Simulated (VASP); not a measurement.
# Sn (Immm) in VASP: a series of runs, part 2 of 2

VASP 6.6.1.

### 3 Single point, PBEsol

This run uses another cell than the first one, of 26.37 Å³/atom, 1.003 times its volume.

Contents of INCAR:

```
SYSTEM = Sn
  PREC = Accurate
  ENCUT = 520
  EDIFF = 1E-6
  ISMEAR = -1
  SIGMA = 0.1
  LREAL = .FALSE.
  LASPH = .TRUE.
  NELM = 60
  ALGO = Normal
  ISIF = 2
  LWAVE = .FALSE.
  LCHARG = .FALSE.
  GGA = PS
  NBANDS = 13
```

Contents of KPOINTS:

```
regular mesh
0
G
  8 8 8
  0 0 0
```

Contents of POSCAR:

```
Sn
1.0
   -1.6745360778      1.7725434773      2.2214067487
    1.6745360778     -1.7725434773      2.2214067487
    1.6745360778      1.7725434773     -2.2214067487
Sn
1
Direct
    0.0033238040     -0.0009931105     -0.0019548735
```

Potentials or basis: VASP PAW PBE potentials, release 64 (Sn_d).

Launch:

```
$ cat potpaw_PBE.64/Sn_d/POTCAR > POTCAR
$ mpirun -np 1 vasp_std > vasp.out
```

It took 29 s on 1 thread of Intel Xeon 6975P-C, shared host; peak memory 0.17 GiB.

The run converged. Its results:

* Free energy: -4.2616 eV
* Pressure: 0.0 GPa
* Band gap on the k mesh: zero (band 7 reaches 15.80 eV, above the bottom of band 8 at 6.61 eV)

Stress tensor (GPa, compression positive):
```
 0.44  0.00  0.00
 0.00 -0.18  0.00
 0.00  0.00 -0.41
```

Levels at points of the mesh, in eV from the Fermi level:
| k point | band 4 | band 5 | band 6 | band 7 | band 8 | band 9 | band 10 | band 11 |
| --- | --- | --- | --- | --- | --- | --- | --- | --- |
| (0.00, 0.00, 0.00) | -21.55 | -21.49 | -11.51 | 7.32 | 7.54 | 8.49 | 10.79 | 11.18 |
| (0.50, 0.00, 0.00) | -21.46 | -21.42 | -7.24 | -5.00 | 5.53 | 6.74 | 10.19 | 10.30 |
| (0.00, 0.50, 0.00) | -21.44 | -21.42 | -6.70 | -4.86 | 4.62 | 5.87 | 9.16 | 9.35 |
| (0.50, 0.50, 0.00) | -21.43 | -21.40 | -5.45 | -4.17 | 2.14 | 2.73 | 5.88 | 6.12 |
| (0.50, 0.50, 0.50) | -21.41 | -21.40 | -4.11 | -3.27 | 0.51 | 1.86 | 4.11 | 5.50 |

Caveat: the PAW data sets were made with another functional, which shifts forces and pressure a little; spin-orbit coupling is left out, which moves the levels of the heavy elements.

### 4 Single point, PBEsol

This run uses another cell than the first one, of 26.50 Å³/atom, 1.007 times its volume.

Contents of INCAR:

```
PREC = Accurate ; ENCUT = 520
EDIFF = 1E-7 ; ISMEAR = -1
SIGMA = 0.1 ; LREAL = F
LASPH = T ; NELM = 80
ALGO = Normal ; ISIF = 2
LWAVE = F ; LCHARG = F
GGA = PS ; NBANDS = 13
```

Contents of KPOINTS:

```
Automatic mesh
0
Gamma
  8 8 8
```

Contents of POSCAR:

```
Sn
1.0
   -1.7642746910      1.7719377419      2.1190915052
    1.7642746910     -1.7719377419      2.1190915052
    1.7642746910      1.7719377419     -2.1190915052
Sn
1
Direct
    0.0033238040     -0.0009931105     -0.0019548735
```

Potentials or basis: VASP PAW PBE potentials, release 64 (Sn_d).

Launch:

```
$ cat potpaw_PBE.64/Sn_d/POTCAR > POTCAR
$ mpirun -np 1 vasp_std > vasp.out
```

OUTCAR:

```text
PREC = Accurate
   ENCUT = 520
   EDIFF = 1E-7
   ISMEAR = -1
   LREAL = F
   LASPH = T
   NELM = 80
   ISIF = 2
   GGA = PS

 ion  position               nearest neighbor table
   1  0.003  0.999  0.998-

  LATTYP: Found a body centered orthorhombic cell.
 ALAT       =     3.5285493820
 B/A-ratio  =     1.0043434568
 C/A-ratio  =     1.2011120014

  Lattice vectors:

 A1 = (  -1.7642746910,   1.7719377419,   2.1190915052)
 A2 = (   1.7642746910,  -1.7719377419,   2.1190915052)
 A3 = (   1.7642746910,   1.7719377419,  -2.1190915052)

Analysis of symmetry for initial positions (statically):
=====================================================================
 Subroutine PRICEL returns:
 Original cell was already a primitive cell.

 Routine SETGRP: Setting up the symmetry group for a
 body centered orthorhombic supercell.

 Subroutine GETGRP returns: Found  8 space group operations
 (whereof  1 operations were pure point group operations)
 out of a pool of  8 trial point group operations.

The static configuration has the point symmetry C_1 .
[... 170 lines left out ...]
      2     -13.2137      2.00000
      3     -13.1663      2.00000
      4     -13.1215      2.00000
      5     -13.0542      2.00000
      6      -3.0508      2.00000
      7      16.0499      0.00000
      8      16.3346      0.00000
      9      16.4099      0.00000
     10      19.2609      0.00000
     11      20.3128      0.00000
     12      20.4141      0.00000
     13      21.0063      0.00000
[... 354 lines left out ...]
  band No.  band energies     occupation
      1     -13.2208      2.00000
      2     -13.1369      2.00000
      3     -13.0957      2.00000
      4     -13.0747      2.00000
      5     -13.0342      2.00000
      6       2.3365      2.00000
      7       4.8665      2.00000
      8       7.6487      1.99372
      9      12.7239      0.00000
     10      17.3613      0.00000
     11      20.7198      0.00000
     12      23.5090      0.00000
     13      25.4427      0.00000

 [... further k-points ...]

------------------------ aborting loop because EDIFF is reached ----------------------------------------

  FORCE on cell =-STRESS in cart. coord.  units (eV):
  Direction    XX          YY          ZZ          XY          YZ          ZX
  --------------------------------------------------------------------------------------
  -------------------------------------------------------------------------------------
  Total       -0.1262675     -0.1411582     -0.0770492      0.0000000      0.0000000      0.0000000
  in kB       -7.6344521     -8.5347793     -4.6585859      0.0000000      0.0000000      0.0000000
  external PRESSURE =      -6.9426057 kB  Pullay stress =       0.0000000 kB

 VOLUME and BASIS-vectors are now :
 -----------------------------------------------------------------------------
  energy-cutoff  :      520.00
  volume of cell :       26.50
      direct lattice vectors                 reciprocal lattice vectors
    -1.764274691  1.771937742  2.119091505     0.000000000  0.282176957  0.235950170
     1.764274691 -1.771937742  2.119091505     0.283402580  0.000000000  0.235950170
     1.764274691  1.771937742 -2.119091505     0.283402580  0.282176957  0.000000000

 POSITION                                       TOTAL-FORCE (eV/Angst)
 -----------------------------------------------------------------------------------
      3.51748      0.00419      0.00908         0.000000      0.000000      0.000000
 -----------------------------------------------------------------------------------
    total drift:                               -0.000017      0.000010      0.000002

  FREE ENERGIE OF THE ION-ELECTRON SYSTEM (eV)
  ---------------------------------------------------
  free  energy   TOTEN  =        -4.2693818429 eV

  energy  without entropy=       -4.2572614496  energy(sigma->0) =       -4.26332165
```

Wall time 18 s (1 thread of Intel Xeon 6975P-C, shared host); peak memory 0.16 GiB.

What came out:

```
Free energy            : -4.2694 eV
Pressure               : -0.7 GPa
Band gap on the k mesh : zero (band 7 reaches 16.05 eV, above the bottom of band 8 at 6.35 eV)
```

Levels at points of the mesh, in eV from the Fermi level:
| k point | band 3 | band 4 | band 5 | band 6 | band 7 | band 8 | band 9 | band 10 | band 11 | band 12 |
| --- | --- | --- | --- | --- | --- | --- | --- | --- | --- | --- |
| (0.00, 0.00, 0.00) | -21.39 | -21.35 | -21.28 | -11.28 | 7.83 | 8.11 | 8.19 | 11.04 | 12.09 | 12.19 |
| (0.50, 0.00, 0.00) | -21.35 | -21.27 | -21.22 | -6.74 | -4.68 | 4.72 | 6.47 | 9.28 | 9.57 | 11.52 |
| (0.00, 0.50, 0.00) | -21.35 | -21.27 | -21.22 | -6.70 | -4.67 | 4.66 | 6.39 | 9.21 | 9.48 | 11.55 |
| (0.50, 0.50, 0.00) | -21.27 | -21.26 | -21.19 | -5.62 | -4.14 | 2.57 | 3.59 | 6.54 | 6.75 | 18.59 |
| (0.50, 0.50, 0.50) | -21.25 | -21.21 | -21.21 | -3.21 | -2.45 | 0.73 | 0.82 | 4.11 | 4.81 | 18.93 |

Caveat: the PAW data sets were made with another functional, which shifts forces and pressure a little; spin-orbit coupling is left out, which moves the levels of the heavy elements.

### 5 Summary

```tsv
cell	gap on the mesh (eV)	pressure (GPa)
a = 3.300 Å, angles 119.4, 115.2, 94.8°, 1 atom	none	0.1
a = 3.299 Å, angles 119.0, 115.0, 95.3°, 1 atom	none	0.0
a = 3.278 Å, angles 114.9, 114.5, 99.4°, 1 atom	none	-0.7
```

Alike in all rows: task single point; level PBEsol; potentials or basis VASP PAW PBE potentials, release 64 (Sn_d); no spin polarisation; k mesh 8 × 8 × 8; cutoff (eV) 520; smearing fermi-dirac 0.1 eV.

Caveats: the PAW data sets were made with another functional, which shifts forces and pressure a little; spin-orbit coupling is left out, which moves the levels of the heavy elements.

Total energies depend on the potentials used, so only differences within one code and one set of settings carry meaning.
